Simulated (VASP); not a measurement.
# CuAu (P4/mmm) in VASP: notebook

The runs below take CuAu through single point, with PBE.

Program: VASP 6.6.1. These are calculated values, not measurements. Logs are shortened: lines on timing, memory, paths and dates and some standing lists are left out, and cuts for length are marked.

## 1. The cell of the first run

Symmetry: P4/mmm, No. 123, tetragonal system. The conventional cell has a = 2.884 Å, b = 2.884 Å, c = 3.725 Å, α = 90.00°, β = 90.00°, γ = 90.00°. Within 3.6 Å of Cu (site symmetry 4/mmm) lie 8 Au at 2.76 Å and 4 Cu at 2.88 Å. Au (site symmetry 4/mmm) has 8 Cu at 2.76 Å and 4 Au at 2.88 Å within 3.6 Å.

## 2. Single point, PBE (strain +0.030 along x and y, +0.015 along z)

The input, INCAR:

```
PREC = Accurate
ENCUT = 520
EDIFF = 1E-6
ISMEAR = 0
SIGMA = 0.15
LREAL = F
LASPH = T
NELM = 80
ALGO = Fast
ISIF = 2
LWAVE = F
LCHARG = T
GGA = PE
LELF = T
LVHAR = T
NBANDS = 18
```

The input, KPOINTS:

```
Automatic mesh
0
Gamma
  18 18 14
```

The input, POSCAR:

```
CuAu
1.0
    2.8840000000      0.0000000000      0.0000000000
    0.0000000000      2.8840000000      0.0000000000
    0.0000000000      0.0000000000      3.7250500000
Cu Au
1 1
Direct
    0.5000000000      0.5000000000      0.5000000000
    0.0000000000      0.0000000000      0.0000000000
```

Potentials or basis: VASP PAW PBE potentials, release 64 (Cu, Au).

Command:

```bash
$ cat potpaw_PBE.64/Cu/POTCAR potpaw_PBE.64/Au/POTCAR > POTCAR
$ mpirun -np 1 vasp_std > vasp.out
```

OUTCAR:

```text
PREC = Accurate
   ENCUT = 520
   EDIFF = 1E-6
   ISMEAR = 0
   LREAL = F
   LASPH = T
   NELM = 80
   ISIF = 2
   GGA = PE

 ion  position               nearest neighbor table
   1  0.500  0.500  0.500-   2 2.76   2 2.76   2 2.76   2 2.76   2 2.76   2 2.76   2 2.76   2 2.76

   2  0.000  0.000  0.000-   1 2.76   1 2.76   1 2.76   1 2.76   1 2.76   1 2.76   1 2.76   1 2.76

  LATTYP: Found a simple tetragonal cell.
 ALAT       =     2.8840000000
 C/A-ratio  =     1.2916262136

  Lattice vectors:

 A1 = (   2.8840000000,   0.0000000000,   0.0000000000)
 A2 = (   0.0000000000,   2.8840000000,   0.0000000000)
 A3 = (   0.0000000000,   0.0000000000,   3.7250500000)

Analysis of symmetry for initial positions (statically):
=====================================================================
 Subroutine PRICEL returns:
 Original cell was already a primitive cell.

 Routine SETGRP: Setting up the symmetry group for a
 simple tetragonal supercell.

 Subroutine GETGRP returns: Found 16 space group operations
 (whereof 16 operations were pure point group operations)
 out of a pool of 16 trial point group operations.

The static configuration has the point symmetry D_4h.

Analysis of symmetry for dynamics (positions and initial velocities):
=====================================================================
 Subroutine PRICEL returns:
 Original cell was already a primitive cell.

 Routine SETGRP: Setting up the symmetry group for a
 simple tetragonal supercell.

 Subroutine GETGRP returns: Found 16 space group operations
 (whereof 16 operations were pure point group operations)
 out of a pool of 16 trial point group operations.

The dynamic configuration has the point symmetry D_4h.

 Subroutine INISYM returns: Found 16 space group operations
 (whereof 16 operations are pure point group operations),
 and found     1 'primitive' translations

----------------------------------------------------------------------------------------

                                     Primitive cell

  volume of cell :      30.9829

  direct lattice vectors                    reciprocal lattice vectors
     2.884000000  0.000000000  0.000000000     0.346740638  0.000000000  0.000000000
     0.000000000  2.884000000  0.000000000     0.000000000  0.346740638  0.000000000
     0.000000000  0.000000000  3.725050000     0.000000000  0.000000000  0.268452772

  length of vectors
     2.884000000  2.884000000  3.725050000     0.346740638  0.346740638  0.268452772

  position of ions in fractional coordinates (direct lattice)
[... 75 lines left out ...]
   LSORBIT =      F    spin-orbit coupling
   LASPH  =      T    aspherical Exc in radial PAW
   ENCUT  =  520.0 eV  38.22 Ry    6.18 a.u.   5.36  5.36  6.93*2*pi/ulx,y,z
   NELM   =     80;   NELMIN=  2; NELMDL= -5     # of ELM steps
   EDIFF  = 0.1E-05   stopping-criterion for ELM
   LREAL  =      F    real-space projection
   EDIFFG = 0.1E-04   stopping-criterion for IOM
   NSW    =      0    number of steps for IOM
   IBRION =     -1    ionic relax: 0-MD 1-quasi-New 2-CG
   NFREE  =      0    steps in history (QN), initial steepest desc. (CG)
   ISIF   =      2    stress and relaxation
   ISYM   =      2    0-nonsym 1-usesym 2-fastsym
   POTIM  = 0.5000    time-step for ionic-motion
   TEBEG  =    0.0;   TEEND  =   0.0 temperature during run
   PSTRESS=    0.0 pullay stress
   NELECT =      22.0000    total number of electrons
   NUPDOWN=      -1.0000    fix difference up-down
   EMIN   =  10.00;   EMAX   =-10.00  energy-range for DOS
   EFERMI =   0.00;   METHOD = LEGACY
   ISMEAR =     0;   SIGMA  =   0.15  broadening in eV -4-tet -1-fermi 0-gaus
   EFERMI_NEDOS =   21; number of points for ismear=-14 and -15
   IALGO  =     68    algorithm
   IMIX   =      4    mixing-type and parameters
     AMIX     =   0.40;   BMIX     =  1.00
     AMIX_MAG =   1.60;   BMIX_MAG =  1.00
  volume/ion in A,a.u.               =      15.49       104.54
  Fermi-wavevector in a.u.,A,eV,Ry     =   1.460522  2.759987 29.022932  2.133125
  Thomas-Fermi vector in A             =   2.576962
   LORBIT       =      0    0 simple, 1 ext, 2 COOP (PROOUT), +10 PAW based schemes
   GGA     = PE    functional components
   LHFCALC =     F    Hartree Fock is set to
   AEXX    =    0.0000 exact exchange contribution
   IVDW    =     0    specifies the selected vdW correction
   LEPSILON=     F    determine dielectric tensor
   LRPA    =     F    only Hartree local field effects (RPA)
 non-spin polarized calculation
 RMM-DIIS sequential band-by-band and
 Gauss-broadening in eV      SIGMA  =   0.15
  energy-cutoff  :      520.00
  volume of cell :       30.98
 maximum number of plane-waves:       852
 NGX is ok and might be reduce to    24
   NGX = 11   NGY = 11   NGZ = 13

 number of electron      22.0000011 magnetization

 Free energy of the ion-electron system (eV)
  ---------------------------------------------------
  ext. energy  EPLUGINS =         0.00000000
  ---------------------------------------------------
  free energy    TOTEN  =        -7.05657065 eV

  energy without entropy =       -7.04965761  energy(sigma->0) =       -7.05311413

 E-fermi :   7.8498     XC(G=0): -12.3004

 val. band max:        7.8490164613   @ k =   0.3889   0.2778   0.3571
 cond. band min:       7.8519108880   @ k =   0.3889   0.2222   0.4286
 fundamental gap:      0.0028944267
 Fermi energy:         7.8498456416

 k-point     1 :       0.0000    0.0000    0.0000
  band No.  band energies     occupation
      1      -1.3553      2.00000
      2       1.7456      2.00000
      3       1.8833      2.00000
      4       3.9985      2.00000
      5       3.9985      2.00000
      6       4.9161      2.00000
[... 481 lines left out ...]
      5       4.0653      2.00000
      6       4.1827      2.00000
[... 10 lines left out ...]
     17      21.8640      0.00000
     18      24.4944      0.00000

 [... further k-points ...]
[... 5 lines left out ...]
  --------------------------------------------------------------------------------------
  -------------------------------------------------------------------------------------
  Total       -0.7592333     -0.7592333     -0.8171528      0.0000000     -0.0000000     -0.0000000
  in kB      -39.2611676    -39.2611676    -42.2562769      0.0000000     -0.0000000     -0.0000000
  external PRESSURE =     -40.2595373 kB  Pullay stress =       0.0000000 kB

 VOLUME and BASIS-vectors are now :
 -----------------------------------------------------------------------------
  energy-cutoff  :      520.00
  volume of cell :       30.98
      direct lattice vectors                 reciprocal lattice vectors
     2.884000000  0.000000000  0.000000000     0.346740638  0.000000000  0.000000000
     0.000000000  2.884000000  0.000000000     0.000000000  0.346740638  0.000000000
     0.000000000  0.000000000  3.725050000     0.000000000  0.000000000  0.268452772

 POSITION                                       TOTAL-FORCE (eV/Angst)
 -----------------------------------------------------------------------------------
      1.44200      1.44200      1.86252         0.000000      0.000000      0.000000
      0.00000      0.00000      0.00000         0.000000      0.000000      0.000000
 -----------------------------------------------------------------------------------
    total drift:                                0.000000      0.000000     -0.000000

  FREE ENERGIE OF THE ION-ELECTRON SYSTEM (eV)
  ---------------------------------------------------
  free  energy   TOTEN  =        -7.0565706528 eV

  energy  without entropy=       -7.0496576115  energy(sigma->0) =       -7.05311413
```

OSZICAR:

```text
N       E                     dE             d eps       ncg     rms          rms(c)
DAV:   1     0.128060662645E+03    0.12806E+03   -0.10942E+04 17186   0.169E+03
DAV:   2    -0.260203494348E+01   -0.13066E+03   -0.12223E+03 16084   0.294E+02
DAV:   3    -0.793314654132E+01   -0.53311E+01   -0.51847E+01 18698   0.687E+01
DAV:   4    -0.800829482899E+01   -0.75148E-01   -0.75083E-01 19690   0.689E+00
DAV:   5    -0.801018944318E+01   -0.18946E-02   -0.18945E-02 20446   0.112E+00    0.103E+01
RMM:   6    -0.756835112919E+01    0.44184E+00   -0.49788E+00 18261   0.357E+01    0.581E+00
RMM:   7    -0.710522831824E+01    0.46312E+00   -0.17914E+00 18101   0.196E+01    0.479E+00
RMM:   8    -0.705971358812E+01    0.45515E-01   -0.16682E-01 18744   0.497E+00    0.226E+00
RMM:   9    -0.706924617467E+01   -0.95326E-02   -0.67081E-02 18847   0.453E+00    0.102E+00
RMM:  10    -0.705682339396E+01    0.12423E-01   -0.53020E-02 19469   0.329E+00    0.289E-01
RMM:  11    -0.705676726688E+01    0.56127E-04   -0.63181E-03 21537   0.832E-01    0.203E-01
RMM:  12    -0.705679408289E+01   -0.26816E-04   -0.10445E-03 20461   0.305E-01    0.126E-01
RMM:  13    -0.705657306600E+01    0.22102E-03   -0.67834E-04 19079   0.392E-01    0.819E-02
RMM:  14    -0.705657090007E+01    0.21659E-05   -0.14254E-04 20914   0.104E-01    0.235E-02
RMM:  15    -0.705657042973E+01    0.47033E-06   -0.18013E-05 21548   0.445E-02    0.522E-03
RMM:  16    -0.705657065282E+01   -0.22309E-06   -0.28379E-06 13951   0.146E-02
   1 F= -.70565707E+01 E0= -.70531141E+01  d E =-.691304E-02
```

stdout:

```text
POSCAR found type information on POSCAR CuAu
 POSCAR found :  2 types and       2 ions
 scaLAPACK will be used
 LDA part: xc-table for (Slater+PW92), standard interpolation
 POSCAR, INCAR and KPOINTS ok, starting setup
 FFT: planning ... GRIDC
 FFT: planning ... GRID_SOFT
 FFT: planning ... GRID
 WAVECAR not read
 entering main loop
WARNING in EDDRMM: call to ZHEGV failed, returncode =   6  3     17
WARNING in EDDRMM: call to ZHEGV failed, returncode =   8  4     16
WARNING in EDDRMM: call to ZHEGV failed, returncode =   8  4     17
```

Run time: 3.7 min. Hardware: 1 thread of Intel Xeon Platinum 8175M at 2.50GHz (Skylake/Cascade Lake), shared host; peak memory 0.36 GiB.

Results:

```yaml
Free_energy: -7.0566 eV
Pressure: -4.0 GPa
Band_gap_on_the_k_mesh: zero (band 11 reaches 12.88 eV, above the bottom of band 12 at 5.96 eV)
```

Levels at points of the mesh, in eV from the Fermi level:
```csv
k point,band 9,band 10,band 11,band 12,band 13,band 14
"(0.00, 0.00, 0.00)",-1.64,-1.45,-1.45,2.37,7.72,9.58
"(0.50, 0.00, 0.00)",-2.26,-2.07,-0.88,-0.34,9.30,9.31
"(0.50, 0.50, 0.00)",-1.34,-1.34,0.72,0.72,4.57,6.27
"(0.00, 0.00, 0.50)",-2.20,-2.20,-2.17,-1.89,13.98,14.01
"(0.50, 0.00, 0.50)",-1.53,-1.51,-0.81,-0.80,2.35,4.05
"(0.50, 0.50, 0.50)",-1.74,-1.59,5.03,5.33,5.33,5.52
```

Caveat: the cell differs from its parent crystal (strain +0.030 along x and y, +0.015 along z); spin-orbit coupling is left out, which moves the levels of the heavy elements.

## 3. Single point, PBE (strain +0.030 along x and y, +0.030 along z)

The input, INCAR:

```
ALGO = Fast
EDIFF = 1E-6
ENCUT = 520
GGA = PE
ISIF = 2
ISMEAR = 0
LASPH = T
LCHARG = F
LREAL = F
LWAVE = F
NBANDS = 18
NELM = 80
PREC = Accurate
SIGMA = 0.15
```

The input, KPOINTS:

```
k-points
0
Gamma
  18 18 14
```

POSCAR: that of step 2 with these lines changed.

```diff
@@ -4,3 +4,3 @@
     0.0000000000      2.8840000000      0.0000000000
-    0.0000000000      0.0000000000      3.7250500000
+    0.0000000000      0.0000000000      3.7801000000
 Cu Au
```

Potentials or basis: VASP PAW PBE potentials, release 64 (Cu, Au).

Command:

```bash
$ cat potpaw_PBE.64/Cu/POTCAR potpaw_PBE.64/Au/POTCAR > POTCAR
$ mpirun -np 1 vasp_std > vasp.out
```

Run time: 3.6 min. Hardware: 1 thread of Intel Xeon Platinum 8175M at 2.50GHz (Skylake/Cascade Lake), shared host; peak memory 0.36 GiB.

Results (log left out):

```
Free energy            : -7.0421 eV
Pressure               : -5.6 GPa
Band gap on the k mesh : zero (band 11 reaches 12.69 eV, above the bottom of band 12 at 5.80 eV)
```

Stress tensor (GPa, compression positive):
```
-5.43  0.00  0.00
 0.00 -5.43  0.00
 0.00  0.00 -6.02
```

Levels at points of the mesh, in eV from the Fermi level:
```csv
k point,band 7,band 8,band 9,band 10,band 11,band 12,band 13,band 14,band 15,band 16
"(0.00, 0.00, 0.00)",-2.59,-2.00,-1.61,-1.42,-1.42,2.20,7.34,9.71,9.71,15.93
"(0.50, 0.00, 0.00)",-2.75,-2.68,-2.20,-2.02,-0.82,-0.28,9.08,9.08,10.61,10.74
"(0.50, 0.50, 0.00)",-1.60,-1.54,-1.34,-1.34,0.84,0.84,4.62,6.25,9.87,11.26
"(0.00, 0.00, 0.50)",-2.90,-2.65,-2.15,-2.13,-2.13,-1.84,14.01,14.01,14.04,14.43
"(0.50, 0.00, 0.50)",-1.80,-1.62,-1.52,-1.50,-0.75,-0.74,2.31,3.94,15.58,15.66
"(0.50, 0.50, 0.50)",-2.88,-1.97,-1.69,-1.54,5.05,5.30,5.30,5.52,6.67,6.67
```

Caveat: the cell differs from its parent crystal (strain +0.030 along x and y, +0.030 along z); spin-orbit coupling is left out, which moves the levels of the heavy elements.
